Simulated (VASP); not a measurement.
SnSe2: single point with r2SCAN

SnSe2:

```
CELL_PARAMETERS angstrom
3.82516 0.00000 0.00000
-1.91258 3.31269 0.00000
0.00000 0.00000 6.22706
ATOMIC_POSITIONS crystal
Sn 0.00000 0.00000 0.00000
Se 0.33333 0.66667 0.25308
Se 0.66667 0.33333 0.74692
```

```yaml
Program: VASP 6.6.1
Task: single point
Functional: r2SCAN
Potentials_or_basis: VASP PAW PBE potentials, release 64 (Sn_d, Se)
Cutoff: 520 eV
k_mesh: 12 × 12 × 4
Occupations: gaussian, width 0.01 eV
Spin: no spin polarisation
```

```
Pressure               : 1.0 GPa
Largest force          : 0.016 eV/Å
Band gap on the k mesh : 1.01 eV, indirect (least direct gap 1.49 eV)
```

Forces in eV/Å, atoms in the order of the input:
```
Sn   0.000  0.000  0.000
Se   0.000  0.000 -0.016
Se   0.000  0.000  0.016
```

Levels at points of the mesh, in eV from the valence-band top:
```csv
k point,band 11,band 12,band 13,band 14,band 15,band 16
"(0.00, 0.00, 0.00)",-0.31,-0.31,-0.11,1.43,3.58,5.06
"(0.50, 0.00, 0.00)",-2.54,-1.23,-0.28,1.40,4.26,5.78
"(0.00, 0.00, 0.50)",-0.69,-0.15,-0.15,2.82,3.52,4.80
"(0.50, 0.00, 0.50)",-2.00,-0.82,-0.67,1.01,4.65,5.19
```

Wall time 3.3 min on 1 thread of Intel(R) Xeon(R) Platinum 8559C (Emerald Rapids), on a shared host, peak memory 0.26 GiB.

Caveat: the PAW data sets were made with another functional, which shifts forces and pressure a little; spin-orbit coupling is left out, which moves the levels of the heavy elements. A k mesh can miss the band edges.
